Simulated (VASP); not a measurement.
## Pb: relaxation of cell and atoms with PBEsol

Crystal: Pb.

```
Pb
1.0
     0.00000    2.46690    2.46690
     2.46690    0.00000    2.46690
     2.46690    2.46690    0.00000
Pb
1
Direct
  0.00000 0.00000 0.00000
```

```json
{
  "Program": "VASP 6.6.1",
  "Task": "relaxation of cell and atoms",
  "Functional": "PBEsol",
  "Potentials or basis": "VASP PAW PBE potentials, release 64 (Pb_d)",
  "Cutoff": "600 eV",
  "k mesh": "20 × 20 × 20",
  "Occupations": "fermi-dirac, width 0.1 eV",
  "Spin": "no spin polarisation",
  "Target pressure": "1 GPa",
  "Dipole correction": "no",
  "Further INCAR settings": "ALGO = Normal; EDIFF = 1e-06; IBRION = 2; EDIFFG = -0.002; NSW = 100; ISIF = 3"
}
```

| Item | Value |
| --- | --- |
| Relaxed volume | 29.44 Å³/atom |
| Relaxed cell | a = 3.466 Å, b = 3.466 Å, c = 3.466 Å, α = 60.00°, β = 60.00°, γ = 60.00° |
| Space group after relaxing (to 0.1 Å) | Fm-3m (No. 225) |
| Energy change on relaxing (the run minimises the enthalpy) | +1.8 meV/atom |
| Ionic steps | 3 |
| Pressure after relaxing | 1.0 GPa |
| Band gap on the k mesh | zero (bands 7 and 8 overlap by 9.38 eV) |

The path:
```csv
step,energy change (eV),largest force (eV/Å),pressure (GPa),volume (Å³)
1,0.0000,0.0000,0.01,30.03
2,0.0034,0.0000,1.39,29.23
3,0.0018,0.0000,1.01,29.44
```

Final structure:
```
Pb
1.0
     0.00000    2.45084    2.45084
     2.45084    0.00000    2.45084
     2.45084    2.45084    0.00000
Pb
1
Direct
  0.00000 0.00000 0.00000
```

Levels at points of the mesh, in eV from the Fermi level:
| k point | band 4 | band 5 | band 6 | band 7 | band 8 | band 9 | band 10 | band 11 |
| --- | --- | --- | --- | --- | --- | --- | --- | --- |
| (0.00, 0.00, 0.00) | -16.89 | -16.89 | -12.01 | 7.61 | 7.61 | 7.61 | 9.74 | 11.65 |
| (0.50, 0.00, 0.00) | -16.75 | -16.75 | -8.20 | -4.41 | 5.70 | 5.70 | 9.21 | 9.69 |
| (0.50, 0.50, 0.00) | -16.71 | -16.71 | -6.72 | -3.44 | 2.03 | 2.03 | 5.41 | 6.70 |

Wall time 63 s on 1 thread of Intel(R) Xeon(R) 6975P-C (Granite Rapids) (shared host), peak memory 0.24 GiB.

Caveat: the cell is relaxed towards a set pressure, so the run minimises the enthalpy, not the energy; the PAW data sets were made with another functional, which shifts forces and pressure a little; spin-orbit coupling is left out, which moves the levels of the heavy elements.
